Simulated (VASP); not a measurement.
Write the native input for VASP 6.6.1 that does the following.

| Item | Value |
| --- | --- |
| Task | single point |
| Functional | r2SCAN |
| Potentials or basis | VASP PAW PBE potentials, release 64 (Li_sv, Y_sv) |
| Cutoff | 520 eV |
| k mesh | 4 × 4 × 4 |
| Occupations | methfessel-paxton, width 0.05 eV |
| Spin | no spin polarisation |
| Dipole correction | no |
| Further INCAR settings | ALGO = Normal; EDIFF = 1e-06; NBANDS = 26 |

The system is LiY3.

```
Li Y
1.0
     5.01240    0.00000    0.00000
    -0.01815    4.91848    0.00000
     0.16162    0.07127    4.93501
Li Y
1 3
Direct
  0.98480 0.99342 0.00133
  0.50517 0.50866 0.99764
  0.51179 0.98624 0.48987
  0.00082 0.48583 0.48308
```

These files were run (other wordings do the same):

POSCAR

```
LiY3
1.0
    5.0124010000      0.0000000000      0.0000000000
   -0.0181465851      4.9184825245      0.0000000000
    0.1616231510      0.0712748445      4.9350077051
Li Y
1 3
Direct
    0.9848000000      0.9934200000      0.0013300000
    0.5051700000      0.5086600000      0.9976400000
    0.5117900000      0.9862400000      0.4898700000
    0.0008200000      0.4858300000      0.4830800000
```

INCAR.step1

```
  PREC = Accurate
  ENCUT = 520
  ISMEAR = 1
  SIGMA = 0.05
  LREAL = False
  LASPH = True
  NELM = 60
  NBANDS = 26
  GGA = PE
  ALGO = Normal
  EDIFF = 1E-4
  LWAVE = True
  LCHARG = False
```

INCAR.step2

```
  PREC = Accurate
  ENCUT = 520
  EDIFF = 1E-6
  ISMEAR = 1
  SIGMA = 0.05
  LREAL = False
  LASPH = True
  NELM = 60
  ALGO = Normal
  ISIF = 2
  LWAVE = False
  LCHARG = True
  METAGGA = R2SCAN
  LMIXTAU = True
  LELF = True
  LVHAR = True
  NBANDS = 26
  ISTART = 1
```

KPOINTS

```
Automatic mesh
0
Gamma
  4 4 4
```

Potentials or basis: VASP PAW PBE potentials, release 64 (Li_sv, Y_sv).

The run is started by

```console
$ cat potpaw_PBE.64/Li_sv/POTCAR potpaw_PBE.64/Y_sv/POTCAR > POTCAR
$ cp INCAR.step1 INCAR
$ mpirun -np 1 vasp_std > vasp.out
$ cp INCAR.step2 INCAR
$ mpirun -np 1 vasp_std > vasp.out
```

It gave:

```yaml
Largest_force: 0.463 eV/Å
Band_gap_on_the_k_mesh: zero (bands 18 and 19 overlap by 0.47 eV)
```

Caveat: the PAW data sets were made with another functional, which shifts forces and pressure a little.

It took 12 min on 1 thread of Intel(R) Xeon(R) Platinum 8259CL CPU @ 2.50GHz (Skylake/Cascade Lake), on a shared host, peak memory 0.32 GiB.
